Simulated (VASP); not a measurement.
Crystal: BAs.

```
CELL_PARAMETERS angstrom
0.00000 2.39187 2.39187
2.39187 0.00000 2.39187
2.39187 2.39187 0.00000
ATOMIC_POSITIONS crystal
B 0.00000 0.00000 0.00000
As 0.25000 0.25000 0.25000
```

Base run:

* Program: VASP 6.6.1
* Functional: HSE06
* Potentials or basis: VASP PAW PBE potentials, release 64 (B, As)
* Cutoff: 520 eV
* k mesh: 6 × 6 × 6
* Occupations: gaussian, width 0.01 eV
* Spin: no spin polarisation

Its results: band gap on the k mesh 1.95 eV (least direct gap 4.11 eV); pressure -1.2 GPa.

**Question.** The run is repeated on the same cell with these changes: functional from HSE06 to PBE0. What comes out?

**Answer.** Band gap on the k mesh 2.65 eV (least direct gap 4.81 eV); pressure -1.3 GPa.

Caveats: the PAW data sets were made with another functional, which shifts forces and pressure a little.

A k mesh can miss the band edges.
